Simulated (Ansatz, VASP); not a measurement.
Two plane-wave programs on Hg

```xyz
1
Lattice="-1.7885 1.7885 1.7885 1.7885 -1.7885 1.7885 1.7885 1.7885 -1.7885" Properties=species:S:1:pos:R:3 pbc="T T T"
Hg    0.0000    0.0000    0.0000
```

Alike in both runs: task single point; functional PBEsol; k mesh 14 × 14 × 14; occupations fermi-dirac, width 0.1 eV; no spin polarisation.

|  | VASP | Ansatz |
| --- | --- | --- |
| version | VASP 6.6.1 | Ansatz 0.2.0 |
| potentials or method | VASP PAW PBE potentials, release 64 (Hg), cutoff 520 eV | plane waves (420 eV) with PAW, scalar-relativistic |
| valence electrons in the cell | 12 | 20 |

VASP gave:

* pressure (GPa): 2.3

Problem. Which values does Ansatz return?

Solution. Pressure (GPa): 1.8.

VASP's potentials were made for PBE, not for PBEsol, and Ansatz warns of the same on its side. With one functional, cell and mesh, what is left measures potentials, basis and numerics. VASP's potentials hold 12 valence electrons a cell and Ansatz's 20, so a difference there can come from the potentials and not from the codes.

Neither program's run includes spin-orbit coupling.
